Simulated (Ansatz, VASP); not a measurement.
Pb: VASP beside Ansatz

```
CELL_PARAMETERS angstrom
5.76269 0.00000 0.00000
-2.88134 4.99063 0.00000
0.00000 0.00000 3.36953
ATOMIC_POSITIONS crystal
Pb 0.00000 0.00000 0.00000
Pb 0.33333 0.66667 0.50000
Pb 0.66667 0.33333 0.50000
```

Alike in both runs: task single point; functional PBE; k mesh 7 × 7 × 10; occupations fermi-dirac, width 0.08 eV; no spin polarisation.

|  | VASP | Ansatz |
| --- | --- | --- |
| version | VASP 6.6.1 | Ansatz 0.2.0 |
| potentials or method | VASP PAW PBE potentials, release 64 (Pb_d), cutoff 520 eV | all-electron LAPW, scalar-relativistic |

```csv
,VASP,Ansatz,Ansatz less VASP
pressure (GPa),0.0,0.0,+0.07
"traceless stress, the component that is largest in VASP (GPa)",-0.05,-0.05,+0.004
```

Ansatz ran all-electron here, and VASP with PAW potentials.

Neither program's run includes spin-orbit coupling.
